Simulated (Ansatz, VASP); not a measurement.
## One calculation of Al, two programs

File INCAR:

```
PREC = Accurate ; ENCUT = 520
EDIFF = 1E-6 ; ISMEAR = 0
SIGMA = 0.1 ; LREAL = F
LASPH = T ; NELM = 100
ALGO = Normal ; ISIF = 2
LWAVE = F ; LCHARG = T
LDIPOL = T ; IDIPOL = 3
DIPOL = 0.5 0.5 0.500 ; LELF = T
LVHAR = T ; LVACPOTAV = T
NBANDS = 16
```

Contents of KPOINTS:

```
Automatic mesh
0
Gamma
  12 12 1
```

The input POSCAR:

```
Al
1.0
    2.8168395449      0.0000000000      0.0000000000
   -1.4084197725      2.4394546043      0.0000000000
    0.0000000000      0.0000000000     24.1997594299
Al
5
Direct
    0.6666666667      0.3333333333      0.3099204363
    0.3333333333      0.6666666667      0.4049602181
    0.0000000000      0.0000000000      0.5000000000
    0.6666666667      0.3333333333      0.5950397819
    0.3333333333      0.6666666667      0.6900795637
```

Input for Ansatz:

```yaml
crystal:
  lattice:
    - [2.8168395449, 0.0, 0.0]
    - [-1.4084197725, 2.4394546043, 0.0]
    - [0.0, 0.0, 24.1997594299]
  atoms:
    - { symbol: Al, position: [0.6666666667, 0.3333333333, 0.3099204363] }
    - { symbol: Al, position: [0.3333333333, 0.6666666667, 0.4049602181] }
    - { symbol: Al, position: [0.0, 0.0, 0.5] }
    - { symbol: Al, position: [0.6666666667, 0.3333333333, 0.5950397819] }
    - { symbol: Al, position: [0.3333333333, 0.6666666667, 0.6900795637] }
basis:
  ecutwfc: 420
kpoints:
  mp_grid: { grid: [12, 12, 1] }
hamiltonian:
  xc: lda
scf:
  occupations: { method: gaussian, width: 0.1 }
output:
  forces: true
  stress: true
  eigenvalues: true
  write_density: true
  write_potential: true
  elf: true
  volumetric_format: npy
efield:
  axis: 3
  dipole_correction: true
  ramp_width: 0.04
```

Alike in both runs: task single point; functional LDA; k mesh 12 × 12 × 1; occupations gaussian, width 0.1 eV; no spin polarisation.

|  | VASP | Ansatz |
| --- | --- | --- |
| version | VASP 6.6.1 | Ansatz 0.2.0 |
| potentials or method | VASP PAW LDA potentials, release 64 (Al), cutoff 520 eV | scalar-relativistic, plane waves, PAW |
| valence electrons in the cell | 15 | 15 |

```csv
,VASP,Ansatz,Ansatz less VASP
gap on the k mesh at the Fermi level (eV),none,none,-
rms of the force components (eV/Å),0.053,0.051,-0.0011
"work function, face that differs most (eV)",4.33,4.32,-0.008
```

LDA's correlation is that of Perdew and Zunger in VASP and of Perdew and Wang (1992) in Ansatz. Atom by atom the forces differ by 0.001 eV/Å (rms over components). A gap of «none» marks a metal or a gap that the smearing closes. Ansatz's warnings: xc potential rough in thin density.
